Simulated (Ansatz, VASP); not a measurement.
One calculation of InP, two programs

```
In P
1.0
     0.00000    2.93924    2.92454
     2.93924    0.00000    2.92454
     2.93924    2.93924    0.00000
In P
1 1
Direct
  0.00000 0.00000 0.00000
  0.75000 0.75000 0.75000
```

Change from the starting cell: z stretched by -0.5 %, x and y held.

Alike in both runs: task single point; functional PBEsol; k mesh 6 × 6 × 6; no spin polarisation.

|  | VASP | Ansatz |
| --- | --- | --- |
| version | VASP 6.6.1 | Ansatz 0.2.0 |
| potentials or method | VASP PAW PBE potentials, release 64 (In_d, P), cutoff 500 eV | all-electron LAPW, scalar-relativistic |
| occupations | gaussian, width 0.01 eV | fixed |

```tsv
	VASP	Ansatz	Ansatz less VASP
gap on the k mesh at the Fermi level (eV)	0.58	0.58	0.000
pressure (GPa)	0.3	0.3	+0.01
traceless stress, the component that is largest in VASP (GPa)	0.14	0.14	0.000
```

VASP's potentials were made for PBE, not for PBEsol. Ansatz ran all-electron here, and VASP with PAW potentials.
